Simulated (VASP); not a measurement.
# BP (F-43m) in VASP: a series of runs

Aim: see how the results for BP move with the level of theory and the settings. Levels: revPBE, BLYP+D3(BJ). Tasks: single point.

Everything below comes from runs of VASP 6.6.1. Logs are shortened: lines on timing, memory, paths and dates and some standing lists are left out, and cuts for length are marked.

## (1) The cell of the first run

The structure is cubic, space group F-43m (No. 216). Conventional cell: a = 4.445 Å, b = 4.445 Å, c = 4.445 Å, α = 90.00°, β = 90.00°, γ = 90.00°. Within 2.6 Å of P (site symmetry -43m) lie 4 B at 1.92 Å. B (site symmetry -43m) has 4 P at 1.92 Å within 2.6 Å.

## (2) Single point, revPBE

Input file INCAR:

```
PREC = Accurate ; ENCUT = 520
EDIFF = 1E-7 ; ISMEAR = -1
SIGMA = 0.05 ; LREAL = F
LASPH = T ; NELM = 60
ALGO = Normal ; ISIF = 2
LWAVE = F ; LCHARG = F
GGA = RE ; NBANDS = 11
```

Input file KPOINTS:

```
Automatic mesh
0
Gamma
  10 10 10
```

Input file POSCAR:

```
BP
1.0
    0.0000000000      2.2226808807      2.2226808807
    2.2226808807      0.0000000000      2.2226808807
    2.2226808807      2.2226808807      0.0000000000
P B
1 1
Direct
    0.7500000000      0.7500000000      0.7500000000
    0.0000000000      0.0000000000      0.0000000000
```

Potentials or basis: VASP PAW PBE potentials, release 64 (P, B).

Run with:

```
cat potpaw_PBE.64/P/POTCAR potpaw_PBE.64/B/POTCAR > POTCAR
mpirun -np 1 vasp_std > vasp.out
```

OUTCAR:

```text
PREC = Accurate
   ENCUT = 520
   EDIFF = 1E-7
   ISMEAR = -1
   LREAL = F
   LASPH = T
   NELM = 60
   ISIF = 2
   GGA = RE

 ion  position               nearest neighbor table
   1  0.750  0.750  0.750-   2 1.92   2 1.92   2 1.92   2 1.92
   2  0.000  0.000  0.000-   1 1.92   1 1.92   1 1.92   1 1.92

  LATTYP: Found a face centered cubic cell.
 ALAT       =     4.4453617614

  Lattice vectors:

 A1 = (   0.0000000000,   2.2226808807,   2.2226808807)
 A2 = (   2.2226808807,   0.0000000000,   2.2226808807)
 A3 = (   2.2226808807,   2.2226808807,   0.0000000000)

Analysis of symmetry for initial positions (statically):
=====================================================================
 Subroutine PRICEL returns:
 Original cell was already a primitive cell.

 Routine SETGRP: Setting up the symmetry group for a
 face centered cubic supercell.

 Subroutine GETGRP returns: Found 24 space group operations
 (whereof 24 operations were pure point group operations)
 out of a pool of 48 trial point group operations.

The static configuration has the point symmetry T_d .

Analysis of symmetry for dynamics (positions and initial velocities):
=====================================================================
 Subroutine PRICEL returns:
 Original cell was already a primitive cell.

 Routine SETGRP: Setting up the symmetry group for a
 face centered cubic supercell.

 Subroutine GETGRP returns: Found 24 space group operations
 (whereof 24 operations were pure point group operations)
 out of a pool of 48 trial point group operations.

The dynamic configuration has the point symmetry T_d .

 Subroutine INISYM returns: Found 24 space group operations
 (whereof 24 operations are pure point group operations),
 and found     1 'primitive' translations

----------------------------------------------------------------------------------------

                                     Primitive cell

  volume of cell :      21.9615

  direct lattice vectors                    reciprocal lattice vectors
     0.000000000  2.222680881  2.222680881    -0.224953570  0.224953570  0.224953570
     2.222680881  0.000000000  2.222680881     0.224953570 -0.224953570  0.224953570
     2.222680881  2.222680881  0.000000000     0.224953570  0.224953570 -0.224953570

  length of vectors
     3.143345446  3.143345446  3.143345446     0.389631013  0.389631013  0.389631013

[... 74 lines left out ...]
   ISPIN  =      1    spin polarized calculation?
   LNONCOLLINEAR =      F non collinear calculations
   LSORBIT =      F    spin-orbit coupling
   LASPH  =      T    aspherical Exc in radial PAW
   ENCUT  =  520.0 eV  38.22 Ry    6.18 a.u.   5.84  5.84  5.84*2*pi/ulx,y,z
   NELM   =     60;   NELMIN=  2; NELMDL= -5     # of ELM steps
   EDIFF  = 0.1E-06   stopping-criterion for ELM
   LREAL  =      F    real-space projection
   EDIFFG = 0.1E-05   stopping-criterion for IOM
   NSW    =      0    number of steps for IOM
   IBRION =     -1    ionic relax: 0-MD 1-quasi-New 2-CG
   NFREE  =      0    steps in history (QN), initial steepest desc. (CG)
   ISIF   =      2    stress and relaxation
   ISYM   =      2    0-nonsym 1-usesym 2-fastsym
   POTIM  = 0.5000    time-step for ionic-motion
   TEBEG  =    0.0;   TEEND  =   0.0 temperature during run
   PSTRESS=    0.0 pullay stress
   NELECT =       8.0000    total number of electrons
   NUPDOWN=      -1.0000    fix difference up-down
   EMIN   =  10.00;   EMAX   =-10.00  energy-range for DOS
[... 5 lines left out ...]
     AMIX     =   0.40;   BMIX     =  1.00
     AMIX_MAG =   1.60;   BMIX_MAG =  1.00
  volume/ion in A,a.u.               =      10.98        74.10
  Fermi-wavevector in a.u.,A,eV,Ry     =   1.169188  2.209445 18.599175  1.367001
  Thomas-Fermi vector in A             =   2.305664
   LORBIT       =      0    0 simple, 1 ext, 2 COOP (PROOUT), +10 PAW based schemes
   GGA     = RE    functional components
   LHFCALC =     F    Hartree Fock is set to
   AEXX    =    0.0000 exact exchange contribution
   IVDW    =     0    specifies the selected vdW correction
   LEPSILON=     F    determine dielectric tensor
   LRPA    =     F    only Hartree local field effects (RPA)
 non-spin polarized calculation
  energy-cutoff  :      520.00
  volume of cell :       21.96
 maximum number of plane-waves:       609
   NGX = 11   NGY = 11   NGZ = 11

 number of electron       8.0000000 magnetization

 Free energy of the ion-electron system (eV)
  ---------------------------------------------------
  ext. energy  EPLUGINS =         0.00000000
  ---------------------------------------------------
  free energy    TOTEN  =       -12.30798162 eV

  energy without entropy =      -12.30798150  energy(sigma->0) =      -12.30798156

 E-fermi :   8.8028     XC(G=0): -11.1304

 val. band max:        8.2482923167   @ k =   0.0000   0.0000   0.0000
 cond. band min:       9.4004812314   @ k =   0.4000   0.4000   0.0000
 fundamental gap:      1.1521889147
 Fermi energy:         8.8027750710

 k-point     1 :       0.0000    0.0000    0.0000
  band No.  band energies     occupation
      1      -7.7918      2.00000
      2       8.2483      1.99997
      3       8.2483      1.99997
      4       8.2483      1.99997
      5      11.7408      0.00000
      6      11.7408      0.00000
      7      11.7408      0.00000
      8      16.6108      0.00000
      9      20.2921      0.00000
     10      20.4875      0.00000
     11      20.4875      0.00000
[... 309 lines left out ...]
 k-point    24 :       0.4000    0.3000    0.0000
  band No.  band energies     occupation
      1      -4.6840      2.00000
      2       1.9361      2.00000
      3       3.9629      2.00000
      4       4.5336      2.00000
      5      10.0117      0.00000
      6      11.8596      0.00000
      7      18.1416      0.00000
      8      18.2066      0.00000
      9      23.0598      0.00000
     10      23.8097      0.00000
     11      26.2983      0.00000

 [... further k-points ...]
[... 5 lines left out ...]
  --------------------------------------------------------------------------------------
  -------------------------------------------------------------------------------------
  Total        1.9922301      1.9922301      1.9922301     -0.0000000      0.0000000     -0.0000000
  in kB      145.3411969    145.3411969    145.3411969     -0.0000000      0.0000000     -0.0000000
  external PRESSURE =     145.3411969 kB  Pullay stress =       0.0000000 kB

 VOLUME and BASIS-vectors are now :
 -----------------------------------------------------------------------------
  energy-cutoff  :      520.00
  volume of cell :       21.96
      direct lattice vectors                 reciprocal lattice vectors
     0.000000000  2.222680881  2.222680881    -0.224953570  0.224953570  0.224953570
     2.222680881  0.000000000  2.222680881     0.224953570 -0.224953570  0.224953570
     2.222680881  2.222680881  0.000000000     0.224953570  0.224953570 -0.224953570

 POSITION                                       TOTAL-FORCE (eV/Angst)
 -----------------------------------------------------------------------------------
      3.33402      3.33402      3.33402        -0.000000     -0.000000     -0.000000
      0.00000      0.00000      0.00000         0.000000      0.000000      0.000000
 -----------------------------------------------------------------------------------
    total drift:                               -0.000000     -0.000000     -0.000000

  FREE ENERGIE OF THE ION-ELECTRON SYSTEM (eV)
  ---------------------------------------------------
  free  energy   TOTEN  =       -12.3079816232 eV

  energy  without entropy=      -12.3079815035  energy(sigma->0) =      -12.30798156
```

OSZICAR:

```text
N       E                     dE             d eps       ncg     rms          rms(c)
DAV:   1     0.108765575389E+02    0.10877E+02   -0.40706E+03  1034   0.665E+02
DAV:   2    -0.124521936355E+02   -0.23329E+02   -0.22227E+02  1318   0.110E+02
DAV:   3    -0.130964568171E+02   -0.64426E+00   -0.64281E+00  1337   0.164E+01
DAV:   4    -0.130988667484E+02   -0.24099E-02   -0.24097E-02  1171   0.115E+00
DAV:   5    -0.130988783744E+02   -0.11626E-04   -0.11626E-04  1275   0.801E-02    0.849E+00
DAV:   6    -0.124178487153E+02    0.68103E+00   -0.14238E+00  1178   0.532E+00    0.464E+00
DAV:   7    -0.123131814597E+02    0.10467E+00   -0.30665E-01  1289   0.273E+00    0.146E+00
DAV:   8    -0.123071924889E+02    0.59890E-02   -0.27379E-02  1210   0.101E+00    0.185E-01
DAV:   9    -0.123077002332E+02   -0.50774E-03   -0.78621E-04  1202   0.191E-01    0.104E-01
DAV:  10    -0.123079637195E+02   -0.26349E-03   -0.31244E-04  1173   0.115E-01    0.255E-02
DAV:  11    -0.123079800089E+02   -0.16289E-04   -0.19598E-05  1300   0.306E-02    0.311E-02
DAV:  12    -0.123079817320E+02   -0.17230E-05   -0.42382E-06  1166   0.120E-02    0.143E-02
DAV:  13    -0.123079815718E+02    0.16015E-06   -0.92153E-08  1003   0.205E-03    0.655E-03
DAV:  14    -0.123079816232E+02   -0.51360E-07   -0.53454E-08   682   0.135E-03
   1 F= -.12307982E+02 E0= -.12307982E+02  d E =-.119662E-06
```

stdout:

```text
POSCAR found type information on POSCAR P B
 POSCAR found :  2 types and       2 ions
 scaLAPACK will be used
 -----------------------------------------------------------------------------
|                                                                             |
|                                                                             |
|     You enforced a specific xc type in the INCAR file but a different       |
|     I HOPE YOU KNOW WHAT YOU ARE DOING!                                     |
|                                                                             |
 -----------------------------------------------------------------------------

 LDA part: xc-table for (Slater+PW92), standard interpolation
 POSCAR, INCAR and KPOINTS ok, starting setup
 FFT: planning ... GRIDC
 FFT: planning ... GRID_SOFT
 FFT: planning ... GRID
 WAVECAR not read
 entering main loop
```

Run time: 5.3 s. Hardware: 1 thread of Intel Xeon 6975P-C, shared host; peak memory 0.13 GiB.

Results:

| Quantity | Value |
| --- | --- |
| Free energy | -12.3080 eV |
| Pressure | 14.5 GPa |
| Band gap on the k mesh | 1.15 eV, indirect (least direct gap 3.49 eV) |

Caveat: the PAW data sets were made with another functional, which shifts forces and pressure a little.

## (3) Single point, revPBE

This run uses another cell than the first one, of 11.21 Å³/atom, 1.021 times its volume.

Input file INCAR:

```
PREC     = Accurate       # precision mode
ENCUT    = 520            # plane-wave cutoff, eV
EDIFF    = 1E-7           # SCF threshold, eV
ISMEAR   = -1             # smearing method
SIGMA    = 0.05           # smearing width, eV
LREAL    = F              # projectors in reciprocal space
LASPH    = T              # aspherical terms in the spheres
NELM     = 60             # most SCF steps
ALGO     = Normal         # electronic algorithm
ISIF     = 2              # what is computed and relaxed
LWAVE    = F              # write WAVECAR
LCHARG   = T              # write CHGCAR
GGA      = RE             # functional
LELF     = T              # ELF
LVHAR    = T            
NBANDS   = 11             # bands
```

KPOINTS is that of step 2.

Input file POSCAR:

```
BP
1.0
    0.0000000000      2.2383340787      2.2383340787
    2.2383340787      0.0000000000      2.2383340787
    2.2383340787      2.2383340787      0.0000000000
P B
1 1
Direct
    0.7500000000      0.7500000000      0.7500000000
    0.0000000000      0.0000000000      0.0000000000
```

Potentials or basis: VASP PAW PBE potentials, release 64 (P, B).

Run with:

```
cat potpaw_PBE.64/P/POTCAR potpaw_PBE.64/B/POTCAR > POTCAR
mpirun -np 1 vasp_std > vasp.out
```

It took 5.8 s on 1 thread of Intel Xeon 6975P-C, shared host; peak memory 0.14 GiB.

It converged, with:

- Free energy: -12.3443 eV
- Pressure: 10.3 GPa
- Band gap on the k mesh: 1.18 eV, indirect (least direct gap 3.46 eV)

Levels at points of the mesh, in eV from the valence-band top:
| k point | band 1 | band 2 | band 3 | band 4 | band 5 | band 6 | band 7 | band 8 |
| --- | --- | --- | --- | --- | --- | --- | --- | --- |
| (0.00, 0.00, 0.00) | -15.85 | 0.00 | 0.00 | 0.00 | 3.46 | 3.46 | 3.46 | 8.03 |
| (0.50, 0.00, 0.00) | -12.36 | -9.34 | -1.81 | -1.81 | 4.03 | 4.73 | 4.73 | 10.33 |
| (0.50, 0.50, 0.00) | -10.76 | -8.83 | -4.27 | -4.27 | 1.24 | 1.64 | 12.54 | 12.54 |

Caveat: the PAW data sets were made with another functional, which shifts forces and pressure a little.

(Part 1 of 2 ends here.)
